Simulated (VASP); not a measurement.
# BN (P1) in VASP: relaxation of cell and atoms with vdW-DF-cx

Aim: the relaxation of cell and atoms of BN with vdW-DF-cx.

All numbers are computed with VASP 6.6.1; they aren't measurements. Logs are shortened: lines on timing, memory, paths and dates and some standing lists are left out, and cuts for length are marked.

### Step 1. The cell of the first run

The typed cell holds 2 atoms: a = 2.533 Å, b = 2.533 Å, c = 3.306 Å, α = 101.11°, β = 101.11°, γ = 119.81°.

### Step 2. Relaxation of cell and atoms, vdW-DF-cx (8.50 Å³/atom)

Input file POSCAR:

```
BN
1.0
    2.5328746273      0.0000000000      0.0000000000
   -1.2590552385      2.1977792847      0.0000000000
   -0.6369096944     -1.0988896423      3.0524680850
N B
1 1
Direct
    0.6685060000      0.3323850000      0.9849990000
    0.9796430000      0.9834990000      0.0018060000
```

Input file INCAR.step1:

```
SYSTEM = BN
GGA = CX
LUSE_VDW = .TRUE.
AGGAC = 0.0
ISMEAR = 0
SIGMA = 0.03
LWAVE = .FALSE.
LCHARG = .FALSE.
NSW = 80
PREC = Accurate
LASPH = .TRUE.
LREAL = .FALSE.
ALGO = Normal
EDIFF = 1E-6
NELM = 120
GGA_COMPAT = .FALSE.
IBRION = 2
ISIF = 3
EDIFFG = -0.002
NELMIN = 4
ENCUT = 840
EFERMI = MIDGAP
KPAR = 8
POTIM = 0.5
```

Input file INCAR.step4:

```
SYSTEM = BN
GGA = CX
LUSE_VDW = .TRUE.
AGGAC = 0.0
ISMEAR = 0
SIGMA = 0.03
LWAVE = .FALSE.
LCHARG = .FALSE.
PREC = Accurate
LASPH = .TRUE.
LREAL = .FALSE.
ALGO = Normal
EDIFF = 1E-6
NELM = 120
GGA_COMPAT = .FALSE.
ISIF = 2
ENCUT = 840
EFERMI = MIDGAP
KPAR = 8
```

Input file KPOINTS:

```
Automatic mesh
0
Gamma
  13 13 9
  0 0 0
```

Potentials or basis: VASP PAW PBE potentials, release 64 (N, B).

Launch:

```sh
> cat potpaw_PBE.64/N/POTCAR potpaw_PBE.64/B/POTCAR > POTCAR
> cp INCAR.step1 INCAR
> cp POSCAR.step1 POSCAR
> mpirun -np 8 vasp_std > vasp.out
> cp CONTCAR POSCAR
> mpirun -np 8 vasp_std > vasp.out
> cp CONTCAR POSCAR
> mpirun -np 8 vasp_std > vasp.out
> cp CONTCAR POSCAR
> cp INCAR.step4 INCAR
> mpirun -np 8 vasp_std > vasp.out
```

OUTCAR:

```text
SYSTEM = BN
   GGA = CX
   ISMEAR = 0
   PREC = Accurate
   LASPH = .TRUE.
   LREAL = .FALSE.
   EDIFF = 1E-6
   NELM = 120
   ISIF = 2
   ENCUT = 840
   EFERMI = MIDGAP

 ion  position               nearest neighbor table
   1  0.657  0.325  0.993-   2 1.45   2 1.45   2 1.45
   2  0.991  0.991  0.993-   1 1.45   1 1.45   1 1.45

  LATTYP: Found a base centered monoclinic cell.
 ALAT       =    13.6668294115
 B/A-ratio  =     0.1840875954
 C/A-ratio  =     0.2855633941
 COS(beta)  =    -0.9645285211

  Lattice vectors:

 A1 = (   2.5165308267,  -0.0043240722,  -6.4764889536)
 A2 = (   1.2548888914,  -2.1810144590,  -6.4766154996)
 A3 = (  -1.8835880676,   1.0915373315,   3.2391465074)

Analysis of symmetry for initial positions (statically):
=====================================================================
 Subroutine PRICEL returns:
 Original cell was already a primitive cell.

 Routine SETGRP: Setting up the symmetry group for a
 base centered monoclinic supercell.

 Subroutine GETGRP returns: Found  1 space group operations
 (whereof  1 operations were pure point group operations)
 out of a pool of  4 trial point group operations.

The static configuration has the point symmetry C_1 .

Analysis of symmetry for dynamics (positions and initial velocities):
=====================================================================
 Subroutine PRICEL returns:
 Original cell was already a primitive cell.

 Routine SETGRP: Setting up the symmetry group for a
 base centered monoclinic supercell.

 Subroutine GETGRP returns: Found  1 space group operations
 (whereof  1 operations were pure point group operations)
 out of a pool of  4 trial point group operations.

The dynamic configuration has the point symmetry C_1 .

 Subroutine INISYM returns: Found  1 space group operations
 (whereof  1 operations are pure point group operations),
 and found     1 'primitive' translations

----------------------------------------------------------------------------------------

                                     Primitive cell

  volume of cell :      17.7121

  direct lattice vectors                    reciprocal lattice vectors
     2.512287244 -0.002060204 -0.001677515     0.398334305  0.228523621  0.154625818
    -1.250645309  2.178750591  0.001804061     0.000479526  0.459126154  0.154284436
    -0.632942759 -1.087213259  3.237342446     0.000206140 -0.000137440  0.308889487

  length of vectors
     2.512288649  2.512184523  3.473188063     0.484564142  0.484356008  0.308889587

  position of ions in fractional coordinates (direct lattice)
     0.657266508  0.324722143  0.993386809
     0.990882492  0.991161857  0.993418191

  ion indices of the primitive-cell ions
   primitive index   ion index
                 1           1
                 2           2

----------------------------------------------------------------------------------------

 KPOINTS: Automatic mesh

Automatic generation of k-mesh.
 Grid dimensions read from file:
 generate k-points for:   13   13    9

 Generating k-lattice:

  Cartesian coordinates                     Fractional coordinates (reciprocal lattice)
     0.030641100  0.017578740  0.011894294     0.076923077 -0.000000000  0.000000000
     0.000036887  0.035317396  0.011868034     0.000000000  0.076923077  0.000000000
     0.000022904 -0.000015271  0.034321054     0.000000000  0.000000000  0.111111111

  Length of vectors
     0.037274165  0.037258154  0.034321065

  Shift w.r.t. Gamma in fractional coordinates (k-lattice)
     0.000000000  0.000000000  0.000000000

 Subroutine IBZKPT returns following result:
 ===========================================

 Found    761 irreducible k-points:

 Following reciprocal coordinates:
            Coordinates               Weight
  0.000000  0.000000  0.000000      1.000000
  0.076923 -0.000000 -0.000000      2.000000
  0.153846  0.000000 -0.000000      2.000000
  0.230769  0.000000 -0.000000      2.000000
  0.307692  0.000000 -0.000000      2.000000
  0.384615  0.000000  0.000000      2.000000
[... 16 lines left out ...]
  0.153846  0.153846 -0.000000      2.000000
  0.230769  0.153846 -0.000000      2.000000
 [... further k-points ...]
   k-points           NKPTS =    761   k-points in BZ     NKDIM =    761   number of bands    NBANDS=      8
   number of dos      NEDOS =    301   number of ions     NIONS =      2
   total plane-waves  NPLWV =  20736
   dimension x,y,z NGX =    24 NGY =   24 NGZ =   36
   dimension x,y,z NGXF=    48 NGYF=   48 NGZF=   72
   ions per type =               1   1
   NGX,Y,Z   is equivalent  to a cutoff of  15.88, 15.88, 17.23 a.u.
   NGXF,Y,Z  is equivalent  to a cutoff of  31.76, 31.76, 34.46 a.u.
 SYSTEM =  BN
   PREC   = accura    normal or accurate (medium, high low for compatibility)
   ISTART =      0    job   : 0-new  1-cont  2-samecut
   ICHARG =      2    charge: 1-file 2-atom 10-const
   ISPIN  =      1    spin polarized calculation?
   LNONCOLLINEAR =      F non collinear calculations
   LSORBIT =      F    spin-orbit coupling
   LASPH  =      T    aspherical Exc in radial PAW
   ENCUT  =  840.0 eV  61.74 Ry    7.86 a.u.   5.94  5.94  8.21*2*pi/ulx,y,z
   NELM   =    120;   NELMIN=  2; NELMDL=  0     # of ELM steps
   EDIFF  = 0.1E-05   stopping-criterion for ELM
   LREAL  =      F    real-space projection
   EDIFFG = 0.1E-04   stopping-criterion for IOM
   NSW    =      0    number of steps for IOM
   IBRION =     -1    ionic relax: 0-MD 1-quasi-New 2-CG
   NFREE  =      0    steps in history (QN), initial steepest desc. (CG)
   ISIF   =      2    stress and relaxation
   ISYM   =      2    0-nonsym 1-usesym 2-fastsym
   POTIM  = 0.5000    time-step for ionic-motion
   TEBEG  =    0.0;   TEEND  =   0.0 temperature during run

   SCALEE = 1.0000    scale energy and forces
   PSTRESS=    0.0 pullay stress
   NELECT =       8.0000    total number of electrons
   NUPDOWN=      -1.0000    fix difference up-down
   EMIN   =  10.00;   EMAX   =-10.00  energy-range for DOS
   EFERMI =   0.00;   METHOD = MIDGAP
   ISMEAR =     0;   SIGMA  =   0.03  broadening in eV -4-tet -1-fermi 0-gaus
   EFERMI_NEDOS =   21; number of points for ismear=-14 and -15
   IALGO  =     38    algorithm
   IMIX   =      4    mixing-type and parameters
     AMIX     =   0.40;   BMIX     =  1.00
     AMIX_MAG =   1.60;   BMIX_MAG =  1.00
  volume/ion in A,a.u.               =       8.86        59.76
  Fermi-wavevector in a.u.,A,eV,Ry     =   1.256074  2.373635 21.466196  1.577721
  Thomas-Fermi vector in A             =   2.389799
   LORBIT       =      0    0 simple, 1 ext, 2 COOP (PROOUT), +10 PAW based schemes
   GGA     = CX    functional components
   LHFCALC =     F    Hartree Fock is set to
   AEXX    =    0.0000 exact exchange contribution
   IVDW_NL    =     1    kernel type
   BPARAM     = 6.3000
   IVDW    =     0    specifies the selected vdW correction
   LEPSILON=     F    determine dielectric tensor
   LRPA    =     F    only Hartree local field effects (RPA)

   CSHIFT  =0.1000    complex shift for real part using Kramers Kronig

   OMEGAMAX=  -1.0    maximum frequency
 non-spin polarized calculation
 Gauss-broadening in eV      SIGMA  =   0.03
  energy-cutoff  :      840.00
  volume of cell :       17.71
 maximum number of plane-waves:       998
   NGX = 11   NGY = 11   NGZ = 17

 number of electron       8.0000000 magnetization

 Free energy of the ion-electron system (eV)
  ---------------------------------------------------
  ext. energy  EPLUGINS =         0.00000000
  ---------------------------------------------------
  free energy    TOTEN  =       -15.69309607 eV

  energy without entropy =      -15.69309607  energy(sigma->0) =      -15.69309607

 E-fermi :   4.3367     XC(G=0): -10.3876

 val. band max:        2.6486600864   @ k =   0.3846   0.3846   0.1111
 cond. band min:       6.0247346440   @ k =  -0.4615  -0.4615   0.4444
 fundamental gap:      3.3760745576
 Fermi energy:         4.3366973652

 k-point     1 :       0.0000    0.0000    0.0000
  band No.  band energies     occupation
      1     -15.3423      2.00000
      2      -1.5067      2.00000
      3       1.0661      2.00000
      4       1.0713      2.00000
      5       7.6160      0.00000
      6      13.9068      0.00000
      7      14.0359      0.00000
      8      15.5165      0.00000

 k-point     2 :       0.0769   -0.0000   -0.0000
  band No.  band energies     occupation
      1     -15.2219      2.00000
      2      -1.4149      2.00000
      3       0.5912      2.00000
      4       0.8493      2.00000
      5       7.9052      0.00000
      6      13.9279      0.00000
      7      14.4464      0.00000
      8      15.0741      0.00000

 k-point     3 :       0.1538    0.0000   -0.0000
  band No.  band energies     occupation
      1     -14.8669      2.00000
      2      -1.1478      2.00000
      3      -0.6193      2.00000
      4       0.3016      2.00000
      5       8.6621      0.00000
      6      13.7696      0.00000
      7      13.9154      0.00000
      8      15.8198      0.00000

 k-point     4 :       0.2308    0.0000   -0.0000
  band No.  band energies     occupation
      1     -14.2982      2.00000
      2      -2.2432      2.00000
      3      -0.6430      2.00000
      4      -0.3628      2.00000
      5       9.6195      0.00000
      6      12.3367      0.00000
      7      13.7117      0.00000
      8      17.8013      0.00000

 k-point     5 :       0.3077    0.0000   -0.0000
  band No.  band energies     occupation
      1     -13.5640      2.00000
      2      -3.9008      2.00000
      3      -0.9734      2.00000
      4       0.0112      2.00000
      5       9.6314      0.00000
      6      11.6276      0.00000
      7      13.8807      0.00000
      8      20.0646      0.00000
[... 177 lines left out ...]
 k-point    22 :       0.0769    0.1538   -0.0000
  band No.  band energies     occupation
      1     -14.5139      2.00000
      2      -1.5581      2.00000
      3      -0.8892      2.00000
      4      -0.2702      2.00000
      5       9.4272      0.00000
      6      12.9223      0.00000
      7      14.0544      0.00000
      8      16.4917      0.00000

 k-point    23 :       0.1538    0.1538   -0.0000
  band No.  band energies     occupation
      1     -13.9571      2.00000
      2      -2.6765      2.00000
      3      -1.1639      2.00000
      4      -0.4714      2.00000
      5      10.1483      0.00000
      6      12.0851      0.00000
      7      14.6237      0.00000
      8      17.1053      0.00000

 k-point    24 :       0.2308    0.1538   -0.0000
  band No.  band energies     occupation
      1     -13.2481      2.00000
      2      -3.9737      2.00000
      3      -1.9860      2.00000
      4       0.1631      2.00000
      5       9.4732      0.00000
      6      12.6352      0.00000
      7      15.0258      0.00000
      8      18.1477      0.00000

 [... further k-points ...]

------------------------ aborting loop because EDIFF is reached ----------------------------------------

  FORCE on cell =-STRESS in cart. coord.  units (eV):
  Direction    XX          YY          ZZ          XY          YZ          ZX
  --------------------------------------------------------------------------------------
  -------------------------------------------------------------------------------------
  Total        0.0009045      0.0026009      0.0023964     -0.0017728      0.0003434     -0.0006701
  in kB        0.0818219      0.2352694      0.2167728     -0.1603602      0.0310667     -0.0606195
  external PRESSURE =       0.1779547 kB  Pullay stress =       0.0000000 kB

 VOLUME and BASIS-vectors are now :
 -----------------------------------------------------------------------------
  energy-cutoff  :      840.00
  volume of cell :       17.71
      direct lattice vectors                 reciprocal lattice vectors
     2.512287244 -0.002060204 -0.001677515     0.398334305  0.228523621  0.154625818
    -1.250645309  2.178750591  0.001804061     0.000479526  0.459126154  0.154284436
    -0.632942759 -1.087213259  3.237342446     0.000206140 -0.000137440  0.308889487

 POSITION                                       TOTAL-FORCE (eV/Angst)
 -----------------------------------------------------------------------------------
      0.61637     -0.37389      3.21542        -0.000163      0.000848      0.000701
      0.62101      1.07740      3.21616         0.000163     -0.000848     -0.000701
 -----------------------------------------------------------------------------------
    total drift:                               -0.000037      0.000026     -0.000018

  FREE ENERGIE OF THE ION-ELECTRON SYSTEM (eV)
  ---------------------------------------------------
  free  energy   TOTEN  =       -15.6930960665 eV

  energy  without entropy=      -15.6930960665  energy(sigma->0) =      -15.69309607

Total vdW correction in eV:      1.2116948
```

Run time: 27 min. Hardware: 8 MPI ranks of AMD EPYC 7R43 (Zen 3), shared host; peak memory 0.48 GiB.

Results:

```
Free energy                           : -15.6931 eV
Relaxed volume                        : 8.86 Å³/atom
Relaxed cell                          : a = 2.512 Å, b = 2.512 Å, c = 3.473 Å, α = 100.38°, β = 100.52°, γ = 119.90°
Space group after relaxing (to 0.1 Å) : Fmm2 (No. 42)
Energy gained by relaxing             : 62.1 meV/atom
Ionic steps                           : 29
Pressure after relaxing               : 0.0 GPa
Band gap on the k mesh                : 3.38 eV (least direct gap 4.55 eV)
```

The path:
| step | energy change (eV) | largest force (eV/Å) | pressure (GPa) | volume (Å³) |
| --- | --- | --- | --- | --- |
| 1 | 0.0000 | 2.5708 | -3.77 | 16.99 |
| 2 | -0.1042 | 0.5356 | -1.48 | 16.84 |
| 3 | -0.1140 | 0.3292 | 1.73 | 16.75 |
| 4 | -0.1174 | 0.1219 | 1.62 | 16.82 |
| 5 | -0.1187 | 0.1223 | 0.23 | 16.96 |
| 6 | -0.1204 | 0.2179 | -0.13 | 17.17 |
| 7 | -0.1221 | 0.1334 | 0.31 | 17.33 |
| 8 | -0.1225 | 0.1595 | 0.69 | 17.46 |
| 9 | -0.1234 | 0.0773 | 0.16 | 17.61 |
| 10 | -0.1236 | 0.0163 | -0.02 | 17.64 |
| 11 | -0.1236 | 0.0065 | 0.01 | 17.65 |
| 12 | -0.1236 | 0.0040 | 0.03 | 17.65 |
| 13 | -0.1236 | 0.0042 | 0.04 | 17.65 |
| 14 | -0.1236 | 0.0078 | 0.04 | 17.66 |
| 15 | -0.1236 | 0.0122 | 0.00 | 17.67 |
| 16 | -0.1236 | 0.0081 | -0.01 | 17.68 |
| 17 | -0.1236 | 0.0044 | -0.02 | 17.70 |
| 18 | -0.1236 | 0.0014 | -0.02 | 17.70 |
| 19 | -0.1243 | 0.0014 | 0.02 | 17.70 |
| 20 | -0.1243 | 0.0036 | 0.01 | 17.70 |
| 21 | -0.1243 | 0.0042 | 0.01 | 17.70 |
| 22 | -0.1243 | 0.0029 | 0.01 | 17.70 |
| 23 | -0.1243 | 0.0020 | 0.01 | 17.70 |
| 24 | -0.1243 | 0.0100 | 0.01 | 17.71 |
| 25 | -0.1243 | 0.0040 | 0.00 | 17.71 |
| 26 | -0.1243 | 0.0029 | 0.00 | 17.71 |
| 27 | -0.1243 | 0.0024 | 0.01 | 17.71 |
| 28 | -0.1243 | 0.0011 | 0.02 | 17.71 |
| 29 | -0.1243 | 0.0011 | 0.02 | 17.71 |

Final structure:
```yaml
crystal:
  lattice:
    - [2.51229, -0.00206, -0.00168]
    - [-1.25065, 2.17875, 0.00180]
    - [-0.63294, -1.08721, 3.23734]
  atoms:
    - { symbol: N, position: [0.65727, 0.32472, 0.99339] }
    - { symbol: B, position: [0.99088, 0.99116, 0.99342] }
```

Levels at points of the mesh, in eV from the valence-band top:
```tsv
k point	band 2	band 3	band 4	band 5	band 6	band 7
(0.00, 0.00, 0.00)	-4.16	-1.58	-1.58	4.97	11.26	11.39
```

Caveat: the PAW data sets were made with another functional, which shifts forces and pressure a little. A k mesh can miss the band edges.
